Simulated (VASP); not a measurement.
The system is LiF.

```
CELL_PARAMETERS angstrom
0.00000 2.01400 2.01400
2.01400 0.00000 2.01400
2.01400 2.01400 0.00000
ATOMIC_POSITIONS crystal
F 0.50000 0.50000 0.50000
Li 0.00000 0.00000 0.00000
```

Base run:

| Quantity | Value |
| --- | --- |
| Program | VASP 6.6.1 |
| Functional | r2SCAN |
| Potentials or basis | VASP PAW PBE potentials, release 64 (F, Li_sv) |
| Cutoff | 520 eV |
| k mesh | 10 × 10 × 10 |
| Occupations | methfessel-paxton, width 0.05 eV |
| Spin | no spin polarisation |

Its results: band gap on the k mesh 10.27 eV.

Problem. The run is repeated on the same cell with these changes: functional from r2SCAN to PBEsol; occupations from methfessel-paxton, width 0.05 eV to gaussian, width 0.01 eV. What comes out?

Solution. Band gap on the k mesh 8.92 eV.

A k mesh can miss the band edges.
